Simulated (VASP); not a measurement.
Here is a VASP 6.6.1 calculation.

File INCAR:

```
ALGO = Normal ; EDIFF = 1E-6
ENCUT = 520 ; GGA = PE
ISIF = 2 ; ISMEAR = -1
LASPH = T ; LCHARG = T
LELF = T ; LREAL = F
LVHAR = T ; LWAVE = F
NBANDS = 20 ; NELM = 80
PREC = Accurate ; SIGMA = 0.1
```

File KPOINTS:

```
k-points
0
Gamma
  17 17 17
```

POSCAR

```
V
1.0
    0.0000000000      2.7590929386      2.7590929386
    2.7590929386      0.0000000000      2.7590929386
    2.7590929386      2.7590929386      0.0000000000
V
2
Direct
    0.1250000000      0.1250000000      0.1250000000
    0.8750000000      0.8750000000      0.8750000000
```

Potentials or basis: VASP PAW PBE potentials, release 64 (V_sv).

The run is started by

```console
$ cat potpaw_PBE.64/V_sv/POTCAR > POTCAR
$ mpirun -np 1 vasp_std > vasp.out
```

(1) What does it give for the pressure?

(2) What does it give for the band gap on the k mesh?

Results:

(1) -5.4 GPa.

(2) zero (bands 13 and 14 overlap by 0.78 eV).

Caveat: the cell stands under tension.
